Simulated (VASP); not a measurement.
# CuO (R-3m) in VASP: single point with PBE

Aim: the single point of CuO with PBE.

Everything below comes from runs of VASP 6.6.1. Logs are shortened: lines on timing, memory, paths and dates and some standing lists are left out, and cuts for length are marked.

## (1) The cell of the first run

Symmetry: R-3m, No. 166, trigonal system. Conventional cell: a = 3.199 Å, b = 3.199 Å, c = 17.967 Å, α = 90.00°, β = 90.00°, γ = 120.00°. Cu (site symmetry -3m) has 2 O at 1.91 Å within 2.5 Å. Within 2.8 Å of Cu (site symmetry -3m) lie 6 O at 2.14 Å. O (site symmetry 3m) has 4 Cu at 1.91 to 2.14 Å within 2.5 Å.

## (2) Single point, PBE

Contents of INCAR:

```
SYSTEM = CuO
  PREC = Accurate
  ENCUT = 520
  EDIFF = 1E-7
  ISMEAR = 0
  SIGMA = 0.1
  LREAL = .FALSE.
  LASPH = .TRUE.
  NELM = 100
  ALGO = Fast
  ISIF = 2
  LWAVE = .FALSE.
  LCHARG = .FALSE.
  GGA = PE
  NBANDS = 25
```

Contents of KPOINTS:

```
Automatic mesh
0
G
  18 18 18
  0 0 0
```

Contents of POSCAR:

```
CuO
1.0
    1.5994562714      0.9234465089      5.9891604611
   -1.5994562714      0.9234465089      5.9891604611
    0.0000000000     -1.8468930177      5.9891604611
Cu O
2 2
Direct
    0.0000000000      0.0000000000      0.0000000000
    0.5000000000      0.5000000000      0.5000000000
    0.1061648437      0.1061648437      0.1061648437
    0.8938351563      0.8938351563      0.8938351563
```

Potentials or basis: VASP PAW PBE potentials, release 64 (Cu, O).

The run is started by

```sh
> cat potpaw_PBE.64/Cu/POTCAR potpaw_PBE.64/O/POTCAR > POTCAR
> mpirun -np 1 vasp_std > vasp.out
```

OUTCAR:

```text
SYSTEM = CuO
   PREC = Accurate
   ENCUT = 520
   EDIFF = 1E-7
   ISMEAR = 0
   LREAL = .FALSE.
   LASPH = .TRUE.
   NELM = 100
   ISIF = 2
   GGA = PE

 ion  position               nearest neighbor table
   1  0.000  0.000  0.000-   3 1.91   4 1.91
   2  0.500  0.500  0.500-   3 2.14   3 2.14   4 2.14   4 2.14   3 2.14   4 2.14
   3  0.106  0.106  0.106-   1 1.91   2 2.14   2 2.14   2 2.14
   4  0.894  0.894  0.894-   1 1.91   2 2.14   2 2.14   2 2.14

  LATTYP: Found a trigonal (rhomboedric) cell.
 ALAT       =     6.2674601592
 COS(alpha) =     0.8697458485

  Lattice vectors:

 A1 = (   1.5994562714,   0.9234465089,   5.9891604611)
 A2 = (  -1.5994562714,   0.9234465089,   5.9891604611)
 A3 = (   0.0000000000,  -1.8468930177,   5.9891604611)

Analysis of symmetry for initial positions (statically):
=====================================================================
 Subroutine PRICEL returns:
 Original cell was already a primitive cell.

 Routine SETGRP: Setting up the symmetry group for a
 trigonal (rhombohedral) supercell.

 Subroutine GETGRP returns: Found 12 space group operations
 (whereof 12 operations were pure point group operations)
 out of a pool of 12 trial point group operations.

The static configuration has the point symmetry D_3d.

Analysis of symmetry for dynamics (positions and initial velocities):
=====================================================================
 Subroutine PRICEL returns:
 Original cell was already a primitive cell.

 Routine SETGRP: Setting up the symmetry group for a
 trigonal (rhombohedral) supercell.

 Subroutine GETGRP returns: Found 12 space group operations
 (whereof 12 operations were pure point group operations)
 out of a pool of 12 trial point group operations.

The dynamic configuration has the point symmetry D_3d.

 Subroutine INISYM returns: Found 12 space group operations
 (whereof 12 operations are pure point group operations),
 and found     1 'primitive' translations

----------------------------------------------------------------------------------------

                                     Primitive cell

  volume of cell :      53.0764

  direct lattice vectors                    reciprocal lattice vectors
     1.599456271  0.923446509  5.989160461     0.312606233  0.180483293  0.055656103
    -1.599456271  0.923446509  5.989160461    -0.312606233  0.180483293  0.055656103
     0.000000000 -1.846893018  5.989160461     0.000000000 -0.360966586  0.055656103

  length of vectors
     6.267460159  6.267460159  6.267460159     0.365232088  0.365232088  0.365232088

  position of ions in fractional coordinates (direct lattice)
     0.000000000  0.000000000  0.000000000
     0.500000000  0.500000000  0.500000000
     0.106164844  0.106164844  0.106164844
     0.893835156  0.893835156  0.893835156

  ion indices of the primitive-cell ions
   primitive index   ion index
                 1           1
                 2           2
                 3           3
                 4           4

----------------------------------------------------------------------------------------

 KPOINTS: Automatic mesh

Automatic generation of k-mesh.
 Grid dimensions read from file:
 generate k-points for:   18   18   18

 Generating k-lattice:

  Cartesian coordinates                     Fractional coordinates (reciprocal lattice)
     0.017367013  0.010026850  0.003092006     0.055555556 -0.000000000  0.000000000
    -0.017367013  0.010026850  0.003092006    -0.000000000  0.055555556  0.000000000
     0.000000000 -0.020053699  0.003092006     0.000000000  0.000000000  0.055555556

  Length of vectors
     0.020290672  0.020290672  0.020290672

  Shift w.r.t. Gamma in fractional coordinates (k-lattice)
     0.000000000  0.000000000  0.000000000

 Subroutine IBZKPT returns following result:
 ===========================================

 Found    580 irreducible k-points:

 Following reciprocal coordinates:
            Coordinates               Weight
  0.000000  0.000000  0.000000      1.000000
  0.055556  0.000000  0.000000      6.000000
  0.111111  0.000000  0.000000      6.000000
  0.166667  0.000000 -0.000000      6.000000
  0.222222  0.000000  0.000000      6.000000
  0.277778  0.000000  0.000000      6.000000
[... 16 lines left out ...]
 -0.277778  0.055556 -0.000000     12.000000
 -0.222222  0.055556  0.000000     12.000000
 [... further k-points ...]
   k-points           NKPTS =    580   k-points in BZ     NKDIM =    580   number of bands    NBANDS=     25
   number of dos      NEDOS =    301   number of ions     NIONS =      4
   total plane-waves  NPLWV = 110592
   dimension x,y,z NGX =    48 NGY =   48 NGZ =   48
   dimension x,y,z NGXF=    96 NGYF=   96 NGZF=   96
   ions per type =               2   2
   NGX,Y,Z   is equivalent  to a cutoff of  12.73, 12.73, 12.73 a.u.
   NGXF,Y,Z  is equivalent  to a cutoff of  25.46, 25.46, 25.46 a.u.
 SYSTEM =  CuO
   PREC   = accura    normal or accurate (medium, high low for compatibility)
   ISTART =      0    job   : 0-new  1-cont  2-samecut
   ICHARG =      2    charge: 1-file 2-atom 10-const
   ISPIN  =      1    spin polarized calculation?
   LNONCOLLINEAR =      F non collinear calculations
   LSORBIT =      F    spin-orbit coupling
   LASPH  =      T    aspherical Exc in radial PAW
   ENCUT  =  520.0 eV  38.22 Ry    6.18 a.u.  11.65 11.65 11.65*2*pi/ulx,y,z
   NELM   =    100;   NELMIN=  2; NELMDL= -5     # of ELM steps
   EDIFF  = 0.1E-06   stopping-criterion for ELM
   LREAL  =      F    real-space projection
   EDIFFG = 0.1E-05   stopping-criterion for IOM
   NSW    =      0    number of steps for IOM
   IBRION =     -1    ionic relax: 0-MD 1-quasi-New 2-CG
   NFREE  =      0    steps in history (QN), initial steepest desc. (CG)
   ISIF   =      2    stress and relaxation
   ISYM   =      2    0-nonsym 1-usesym 2-fastsym
   POTIM  = 0.5000    time-step for ionic-motion
   TEBEG  =    0.0;   TEEND  =   0.0 temperature during run
   PSTRESS=    0.0 pullay stress
   NELECT =      34.0000    total number of electrons
   NUPDOWN=      -1.0000    fix difference up-down
   EMIN   =  10.00;   EMAX   =-10.00  energy-range for DOS
   EFERMI =   0.00;   METHOD = LEGACY
   ISMEAR =     0;   SIGMA  =   0.10  broadening in eV -4-tet -1-fermi 0-gaus
   EFERMI_NEDOS =   21; number of points for ismear=-14 and -15
   IALGO  =     68    algorithm
   IMIX   =      4    mixing-type and parameters
     AMIX     =   0.40;   BMIX     =  1.00
     AMIX_MAG =   1.60;   BMIX_MAG =  1.00
  volume/ion in A,a.u.               =      13.27        89.54
  Fermi-wavevector in a.u.,A,eV,Ry     =   1.411239  2.666856 27.097318  1.991597
  Thomas-Fermi vector in A             =   2.533111
   LORBIT       =      0    0 simple, 1 ext, 2 COOP (PROOUT), +10 PAW based schemes
   GGA     = PE    functional components
   LHFCALC =     F    Hartree Fock is set to
   AEXX    =    0.0000 exact exchange contribution
   IVDW    =     0    specifies the selected vdW correction
   LEPSILON=     F    determine dielectric tensor
   LRPA    =     F    only Hartree local field effects (RPA)
 non-spin polarized calculation
 RMM-DIIS sequential band-by-band and
 Gauss-broadening in eV      SIGMA  =   0.10
  energy-cutoff  :      520.00
  volume of cell :       53.08
 maximum number of plane-waves:      1448
   NGX = 23   NGY = 23   NGZ = 23

 number of electron      34.0000014 magnetization

 Free energy of the ion-electron system (eV)
  ---------------------------------------------------
  ext. energy  EPLUGINS =         0.00000000
  ---------------------------------------------------
  free energy    TOTEN  =       -18.75845946 eV

  energy without entropy =      -18.73462695  energy(sigma->0) =      -18.74654320

 E-fermi :   2.4179     XC(G=0): -10.3921

 val. band max:        2.4174359943   @ k =  -0.3333   0.4444   0.1111
 cond. band min:       2.4179356656   @ k =  -0.3333  -0.3889   0.1667
 fundamental gap:      0.0004996713
 Fermi energy:         2.4178691330

 k-point     1 :       0.0000    0.0000    0.0000
  band No.  band energies     occupation
      1     -15.6272      2.00000
      2     -14.7055      2.00000
      3      -3.6152      2.00000
      4      -1.5915      2.00000
      5      -1.5915      2.00000
      6      -0.5290      2.00000
[... 17 lines left out ...]
     24      17.0518      0.00000
     25      18.7599      0.00000

 k-point     2 :       0.0556    0.0000    0.0000
  band No.  band energies     occupation
      1     -15.6093      2.00000
      2     -14.7016      2.00000
      3      -3.5855      2.00000
      4      -1.6314      2.00000
      5      -1.5813      2.00000
      6      -0.5251      2.00000
[... 17 lines left out ...]
     24      17.0412      0.00000
     25      17.5911      0.00000

 k-point     3 :       0.1111    0.0000    0.0000
  band No.  band energies     occupation
      1     -15.5574      2.00000
      2     -14.6911      2.00000
      3      -3.4996      2.00000
      4      -1.7326      2.00000
      5      -1.5518      2.00000
      6      -0.5529      2.00000
[... 17 lines left out ...]
     24      16.2391      0.00000
     25      16.8905      0.00000

 k-point     4 :       0.1667    0.0000   -0.0000
  band No.  band energies     occupation
      1     -15.4758      2.00000
      2     -14.6761      2.00000
      3      -3.3667      2.00000
      4      -1.8590      2.00000
      5      -1.5057      2.00000
      6      -0.7373      2.00000
[... 17 lines left out ...]
     24      15.9149      0.00000
     25      16.3824      0.00000

 k-point     5 :       0.2222    0.0000    0.0000
  band No.  band energies     occupation
      1     -15.3713      2.00000
      2     -14.6596      2.00000
      3      -3.2029      2.00000
      4      -1.9844      2.00000
      5      -1.4475      2.00000
      6      -1.0698      2.00000
[... 17 lines left out ...]
     24      15.8010      0.00000
     25      16.1354      0.00000

 k-point     6 :       0.2778    0.0000    0.0000
  band No.  band energies     occupation
      1     -15.2535      2.00000
      2     -14.6459      2.00000
      3      -3.0304      2.00000
      4      -2.1074      2.00000
      5      -1.3949      2.00000
      6      -1.3833      2.00000
[... 17 lines left out ...]
     24      15.2769      0.00000
     25      16.3209      0.00000
[... 393 lines left out ...]
 k-point    21 :      -0.3889    0.0556    0.0000
  band No.  band energies     occupation
      1     -14.9789      2.00000
      2     -14.6413      2.00000
      3      -2.7539      2.00000
      4      -2.4505      2.00000
      5      -1.5979      2.00000
      6      -1.2638      2.00000
[... 17 lines left out ...]
     24      13.9045      0.00000
     25      15.4364      0.00000

 k-point    22 :      -0.3333    0.0556    0.0000
  band No.  band energies     occupation
      1     -15.0752      2.00000
      2     -14.6326      2.00000
      3      -2.8326      2.00000
      4      -2.3079      2.00000
      5      -1.6421      2.00000
      6      -1.3061      2.00000
[... 17 lines left out ...]
     24      14.0853      0.00000
     25      15.8819      0.00000

 k-point    23 :      -0.2778    0.0556   -0.0000
  band No.  band energies     occupation
      1     -15.1894      2.00000
      2     -14.6346      2.00000
      3      -2.9630      2.00000
      4      -2.1568      2.00000
      5      -1.5452      2.00000
      6      -1.3440      2.00000
[... 17 lines left out ...]
     24      14.4142      0.00000
     25      16.2823      0.00000

 k-point    24 :      -0.2222    0.0556    0.0000
  band No.  band energies     occupation
      1     -15.3075      2.00000
      2     -14.6456      2.00000
      3      -3.1236      2.00000
      4      -2.0383      2.00000
      5      -1.4528      2.00000
      6      -1.2214      2.00000
[... 17 lines left out ...]
     24      14.8635      0.00000
     25      16.3078      0.00000

 [... further k-points ...]

------------------------ aborting loop because EDIFF is reached ----------------------------------------

  FORCE on cell =-STRESS in cart. coord.  units (eV):
  Direction    XX          YY          ZZ          XY          YZ          ZX
  --------------------------------------------------------------------------------------
  -------------------------------------------------------------------------------------
  Total       -3.9142407     -3.9142407     -8.2524804      0.0000000     -0.0000000      0.0000000
  in kB     -118.1562769   -118.1562769   -249.1114962      0.0000000     -0.0000000      0.0000000
  external PRESSURE =    -161.8080167 kB  Pullay stress =       0.0000000 kB

 VOLUME and BASIS-vectors are now :
 -----------------------------------------------------------------------------
  energy-cutoff  :      520.00
  volume of cell :       53.08
      direct lattice vectors                 reciprocal lattice vectors
     1.599456271  0.923446509  5.989160461     0.312606233  0.180483293  0.055656103
    -1.599456271  0.923446509  5.989160461    -0.312606233  0.180483293  0.055656103
     0.000000000 -1.846893018  5.989160461     0.000000000 -0.360966586  0.055656103

 POSITION                                       TOTAL-FORCE (eV/Angst)
 -----------------------------------------------------------------------------------
      0.00000      0.00000      0.00000        -0.000000     -0.000000      0.000000
      0.00000      0.00000      8.98374         0.000000     -0.000000      0.000000
      0.00000      0.00000      1.90751        -0.000000     -0.000000     -0.183650
      0.00000      0.00000     16.05997        -0.000000      0.000000      0.183650
 -----------------------------------------------------------------------------------
    total drift:                                0.000000      0.000000     -0.000000

  FREE ENERGIE OF THE ION-ELECTRON SYSTEM (eV)
  ---------------------------------------------------
  free  energy   TOTEN  =       -18.7584594583 eV

  energy  without entropy=      -18.7346269516  energy(sigma->0) =      -18.74654320
```

Wall time 61 min (1 thread of Oxide Virtual Turin-like, shared host); peak memory 0.78 GiB.

Results:

* Free energy: -18.7585 eV
* Pressure: -16.2 GPa
* Largest force: 0.184 eV/Å
* Band gap on the k mesh: zero (bands 17 and 18 overlap by 0.76 eV)

Forces on the atoms (eV/Å):
```
Cu   0.000  0.000  0.000
Cu   0.000  0.000  0.000
O    0.000  0.000 -0.184
O    0.000  0.000  0.184
```

Caveat: the stress differs along the axes, from -25 to -12 GPa; semilocal functionals often make such compounds metallic where correlation or magnetic order opens a gap, which also shifts bond lengths. With open d or f shells a metallic result of PBE can be an artefact of self-interaction; +U or a hybrid may open a gap.
